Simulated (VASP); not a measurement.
Wanted: the native input for a VASP 6.6.1 run.

* Task: single point
* Functional: PBEsol
* Potentials or basis: VASP PAW PBE potentials, release 64 (Na_pv, H)
* Cutoff: 520 eV
* k mesh: 8 × 8 × 8
* Occupations: gaussian, width 0.01 eV
* Spin: no spin polarisation
* Dipole correction: no
* Further INCAR settings: ALGO = Normal; EDIFF = 1e-06; NBANDS = 11

The structure of NaH lies in POSCAR:

```
NaH
1.0
    0.0000000000      2.3956768562      2.3836984719
    2.3956768562      0.0000000000      2.3836984719
    2.3956768562      2.3956768562      0.0000000000
Na H
1 1
Direct
    0.0000000000      0.0000000000      0.0000000000
    0.5000000000      0.5000000000      0.5000000000
```

This cell differs from its parent crystal: z stretched by -0.5 %, x and y held.

One way to write it, as run:

INCAR

```
ALGO = Normal
EDIFF = 1E-6
ENCUT = 520
GGA = PS
ISIF = 2
ISMEAR = 0
LASPH = T
LCHARG = T
LELF = T
LREAL = F
LVHAR = T
LWAVE = F
NBANDS = 11
NELM = 60
PREC = Accurate
SIGMA = 0.01
```

KPOINTS

```
k-points
0
Gamma
  8 8 8
```

Potentials or basis: VASP PAW PBE potentials, release 64 (Na_pv, H).

Launch:

```bash
$ cat potpaw_PBE.64/Na_pv/POTCAR potpaw_PBE.64/H/POTCAR > POTCAR
$ mpirun -np 1 vasp_std > vasp.out
```

Results of the run:

```yaml
Pressure: 0.1 GPa
Band_gap_on_the_k_mesh: 3.61 eV (least direct gap 4.53 eV)
```

Caveat: the cell differs from its parent crystal (z stretched by -0.5 %, x and y held); the PAW data sets were made with another functional, which shifts forces and pressure a little.

Wall time 21 s on 1 thread of Intel Xeon 8259CL, on a shared host, peak memory 0.16 GiB.
